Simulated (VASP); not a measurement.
# Al (Fm-3m) in VASP: a series of runs

Al is run at these levels: PBEsol+D4; tasks: single point.

Everything below comes from runs of VASP 6.6.1. Logs are shortened: lines on timing, memory, paths and dates and some standing lists are left out, and cuts for length are marked.

## Step 1: The cell of the first run

The structure is cubic, space group Fm-3m (No. 225). The conventional cell has a = 4.020 Å, b = 4.020 Å, c = 4.020 Å, α = 90.00°, β = 90.00°, γ = 90.00°. Within 3.7 Å of Al (site symmetry m-3m) lie 12 Al at 2.84 Å.

## Step 2: Single point, PBEsol+D4

INCAR

```
SYSTEM = Al
  PREC = Accurate
  ENCUT = 500
  EDIFF = 1E-6
  ISMEAR = 0
  SIGMA = 0.1
  LREAL = .False.
  LASPH = .True.
  NELM = 120
  ALGO = Normal
  ISIF = 2
  LWAVE = .False.
  LCHARG = .True.
  GGA = PS
  IVDW = 13
  LELF = .True.
  LVHAR = .True.
  NBANDS = 8
  GGA_COMPAT = .False.
```

KPOINTS

```
Automatic mesh
0
Gamma
  8 8 8
  0 0 0
```

POSCAR

```
Al
1.0
    0.0000000000      2.0100000000      2.0100000000
    2.0100000000      0.0000000000      2.0100000000
    2.0100000000      2.0100000000      0.0000000000
Al
1
Direct
    0.0000000000      0.0000000000      0.0000000000
```

Potentials or basis: VASP PAW PBE potentials, release 64 (Al).

Run with:

```sh
cat potpaw_PBE.64/Al/POTCAR > POTCAR
mpirun -np 1 vasp_std > vasp.out
```

OUTCAR:

```text
SYSTEM = Al
   PREC = Accurate
   ENCUT = 500
   EDIFF = 1E-6
   ISMEAR = 0
   LREAL = .False.
   LASPH = .True.
   NELM = 120
   ISIF = 2
   GGA = PS
   IVDW = 13

 ion  position               nearest neighbor table
   1  0.000  0.000  0.000-

  LATTYP: Found a face centered cubic cell.
 ALAT       =     4.0200000000

  Lattice vectors:

 A1 = (   0.0000000000,   2.0100000000,   2.0100000000)
 A2 = (   2.0100000000,   0.0000000000,   2.0100000000)
 A3 = (   2.0100000000,   2.0100000000,   0.0000000000)

Analysis of symmetry for initial positions (statically):
=====================================================================
 Subroutine PRICEL returns:
 Original cell was already a primitive cell.

 Routine SETGRP: Setting up the symmetry group for a
 face centered cubic supercell.

 Subroutine GETGRP returns: Found 48 space group operations
 (whereof 48 operations were pure point group operations)
 out of a pool of 48 trial point group operations.

The static configuration has the point symmetry O_h .

Analysis of symmetry for dynamics (positions and initial velocities):
=====================================================================
 Subroutine PRICEL returns:
 Original cell was already a primitive cell.

 Routine SETGRP: Setting up the symmetry group for a
 face centered cubic supercell.

 Subroutine GETGRP returns: Found 48 space group operations
 (whereof 48 operations were pure point group operations)
 out of a pool of 48 trial point group operations.

The dynamic configuration has the point symmetry O_h .

 Subroutine INISYM returns: Found 48 space group operations
 (whereof 48 operations are pure point group operations),
 and found     1 'primitive' translations

----------------------------------------------------------------------------------------

                                     Primitive cell

  volume of cell :      16.2412

  direct lattice vectors                    reciprocal lattice vectors
     0.000000000  2.010000000  2.010000000    -0.248756219  0.248756219  0.248756219
     2.010000000  0.000000000  2.010000000     0.248756219 -0.248756219  0.248756219
     2.010000000  2.010000000  0.000000000     0.248756219  0.248756219 -0.248756219

  length of vectors
     2.842569260  2.842569260  2.842569260     0.430858410  0.430858410  0.430858410

  position of ions in fractional coordinates (direct lattice)
     0.000000000  0.000000000  0.000000000

  ion indices of the primitive-cell ions
   primitive index   ion index
                 1           1

----------------------------------------------------------------------------------------

[... 77 lines left out ...]
   POTIM  = 0.5000    time-step for ionic-motion
   TEBEG  =    0.0;   TEEND  =   0.0 temperature during run
   PSTRESS=    0.0 pullay stress
   NELECT =       3.0000    total number of electrons
   NUPDOWN=      -1.0000    fix difference up-down
   EMIN   =  10.00;   EMAX   =-10.00  energy-range for DOS
   EFERMI =   0.00;   METHOD = LEGACY
   ISMEAR =     0;   SIGMA  =   0.10  broadening in eV -4-tet -1-fermi 0-gaus
   EFERMI_NEDOS =   21; number of points for ismear=-14 and -15
   IALGO  =     38    algorithm
   IMIX   =      4    mixing-type and parameters
     AMIX     =   0.40;   BMIX     =  1.00
     AMIX_MAG =   1.60;   BMIX_MAG =  1.00
  volume/ion in A,a.u.               =      16.24       109.60
  Fermi-wavevector in a.u.,A,eV,Ry     =   0.932343  1.761873 11.827055  0.869264
  Thomas-Fermi vector in A             =   2.058931
   LORBIT       =      0    0 simple, 1 ext, 2 COOP (PROOUT), +10 PAW based schemes
   GGA     = PS    functional components
   LHFCALC =     F    Hartree Fock is set to
   AEXX    =    0.0000 exact exchange contribution
   IVDW    =    13    specifies the selected vdW correction
   LEPSILON=     F    determine dielectric tensor
   LRPA    =     F    only Hartree local field effects (RPA)
 non-spin polarized calculation
 Gauss-broadening in eV      SIGMA  =   0.10
  energy-cutoff  :      500.00
  volume of cell :       16.24
 maximum number of plane-waves:       428
 NGX is ok and might be reduce to    24
   NGX = 11   NGY = 11   NGZ = 11

 number of electron       3.0000000 magnetization

 Free energy of the ion-electron system (eV)
  ---------------------------------------------------
  ext. energy  EPLUGINS =         0.00000000
  ---------------------------------------------------
  free energy    TOTEN  =        -4.08727059 eV

  energy without entropy =       -4.08412378  energy(sigma->0) =       -4.08569719

 E-fermi :   8.1685     XC(G=0): -10.3137

 val. band max:        7.7774921436   @ k =  -0.2500   0.3750   0.1250
 cond. band min:       8.2408390288   @ k =  -0.2500   0.5000   0.2500
 fundamental gap:      0.4633468852
 Fermi energy:         8.1684906402

 k-point     1 :       0.0000    0.0000    0.0000
  band No.  band energies     occupation
      1      -3.1230      2.00000
      2      20.7999      0.00000
      3      20.7999      0.00000
      4      20.7999      0.00000
      5      22.4112      0.00000
      6      22.4112      0.00000
      7      22.4112      0.00000
      8      24.7186      0.00000
[... 243 lines left out ...]
 k-point    24 :      -0.3750    0.2500    0.1250
  band No.  band energies     occupation
      1       4.5140      2.00000
      2       4.8214      2.00000
      3      13.1015      0.00000
      4      13.6615      0.00000
      5      21.5534      0.00000
      6      21.9509      0.00000
      7      28.6217      0.00000
      8      28.8998      0.00000

 [... further k-points ...]

------------------------ aborting loop because EDIFF is reached ----------------------------------------

  DFT-D4 for vdW energy calculation

  Edisp (eV):   -0.20307

  FORCE on cell =-STRESS in cart. coord.  units (eV):
  Direction    XX          YY          ZZ          XY          YZ          ZX
  --------------------------------------------------------------------------------------
  -------------------------------------------------------------------------------------
  Total      -0.20196    -0.20196    -0.20196     0.00000    -0.00000     0.00000
  in kB     -19.92349   -19.92349   -19.92349     0.00000    -0.00000     0.00000
  external pressure =      -19.92 kB  Pullay stress =        0.00 kB

 VOLUME and BASIS-vectors are now :
 -----------------------------------------------------------------------------
  energy-cutoff  :      500.00
  volume of cell :       16.24
      direct lattice vectors                 reciprocal lattice vectors
     0.000000000  2.010000000  2.010000000    -0.248756219  0.248756219  0.248756219
     2.010000000  0.000000000  2.010000000     0.248756219 -0.248756219  0.248756219
     2.010000000  2.010000000  0.000000000     0.248756219  0.248756219 -0.248756219

 POSITION                                       TOTAL-FORCE (eV/Angst)
 -----------------------------------------------------------------------------------
      0.00000      0.00000      0.00000         0.000000      0.000000      0.000000
 -----------------------------------------------------------------------------------
    total drift:                               -0.000000     -0.000000      0.000000

  FREE ENERGIE OF THE ION-ELECTRON SYSTEM (eV)
  ---------------------------------------------------
  free  energy   TOTEN  =        -4.2903433615 eV

  energy  without entropy=       -4.2871965515  energy(sigma->0) =       -4.28876996
```

It took 3.7 s on 1 thread of Intel Xeon Platinum 8488C (Sapphire Rapids), shared host; peak memory 0.12 GiB.

Results:

```
Free energy                : -4.2903 eV
Pressure                   : -2.0 GPa
Dispersion energy per atom : -0.203 eV
```

Caveat: the PAW data sets were made with another functional, which shifts forces and pressure a little; pairwise dispersion overbinds metals, which lowers pressure and volume.

## Step 3: Single point, PBEsol+D4

This run uses another cell than the first one, of 15.80 Å³/atom, 0.973 times its volume.

INCAR

```
ALGO     = Normal         # electronic algorithm
EDIFF    = 1E-6           # SCF threshold, eV
ENCUT    = 500            # plane-wave cutoff, eV
GGA      = PS             # functional
GGA_COMPAT= False        
ISIF     = 2              # what is computed and relaxed
ISMEAR   = 0              # smearing method
IVDW     = 13             # dispersion correction
LASPH    = True           # aspherical terms in the spheres
LCHARG   = False          # write CHGCAR
LREAL    = False          # projectors in reciprocal space
LWAVE    = False          # write WAVECAR
NBANDS   = 8              # bands
NELM     = 120            # most SCF steps
PREC     = Accurate       # precision mode
SIGMA    = 0.1            # smearing width, eV
```

KPOINTS

```
k-points
0
Gamma
  18 18 18
```

POSCAR

```
Al
1.0
    0.0000000000      1.9917186265      1.9917186265
    1.9917186265      0.0000000000      1.9917186265
    1.9917186265      1.9917186265      0.0000000000
Al
1
Direct
    0.0000000000      0.0000000000      0.0000000000
```

Potentials or basis: VASP PAW PBE potentials, release 64 (Al).

Run with:

```sh
cat potpaw_PBE.64/Al/POTCAR > POTCAR
mpirun -np 1 vasp_std > vasp.out
```

It took 11 s on 1 thread of Intel Xeon Platinum 8488C (Sapphire Rapids), shared host; peak memory 0.14 GiB.

Results (log left out):

| Item | Value |
| --- | --- |
| Free energy | -4.2966 eV |
| Pressure | 0.1 GPa |
| Dispersion energy per atom | -0.208 eV |

Levels at points of the mesh, in eV from the Fermi level:
| k point | band 1 | band 2 | band 3 | band 4 | band 5 |
| --- | --- | --- | --- | --- | --- |
| (0.00, 0.00, 0.00) | -11.42 | 12.84 | 12.84 | 12.84 | 14.67 |
| (0.50, 0.00, 0.00) | -4.76 | -4.43 | 11.64 | 11.64 | 11.87 |
| (0.50, 0.50, 0.00) | -3.02 | -1.61 | 5.27 | 5.80 | 5.80 |

Caveat: the PAW data sets were made with another functional, which shifts forces and pressure a little; pairwise dispersion overbinds metals, which lowers pressure and volume.
